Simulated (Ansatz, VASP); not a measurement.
**CdS4 in VASP and in Ansatz**

```xyz
5
Lattice="4.6883 0.0000 0.0000 0.0000 4.6883 0.0000 0.0000 0.0000 6.1499" Properties=species:S:1:pos:R:3 pbc="T T T"
Cd    0.0000    0.0000    3.0750
S     0.0000    2.3442    0.9410
S     2.3442    0.0000    0.9410
S     0.0000    2.3442    5.2090
S     2.3442    0.0000    5.2090
```

Alike in both runs: task single point; functional PBE; k mesh 4 × 4 × 4; occupations gaussian, width 0.1 eV; no spin polarisation.

```csv
,VASP,Ansatz
version,VASP 6.6.1,Ansatz 0.2.0
potentials or method,"VASP PAW PBE potentials, release 64 (Cd, S), cutoff 520 eV","scalar-relativistic, plane waves, PAW"
valence electrons in the cell,36,44
```

```tsv
	VASP	Ansatz	Ansatz less VASP
gap on the k mesh at the Fermi level (eV)	none	none	-
pressure (GPa)	0.5	0.9	+0.37
traceless stress, the component that is largest in VASP (GPa)	2.24	3.04	+0.800
rms of the force components (eV/Å)	0.677	0.822	+0.1451
```

Atom by atom the forces differ by 0.145 eV/Å (rms over components). A gap of «none» marks a metal or a gap that the smearing closes. With one functional, cell and mesh, what is left measures potentials, basis and numerics. VASP's potentials hold 36 valence electrons a cell and Ansatz's 44, so a difference there can come from the potentials and not from the codes.
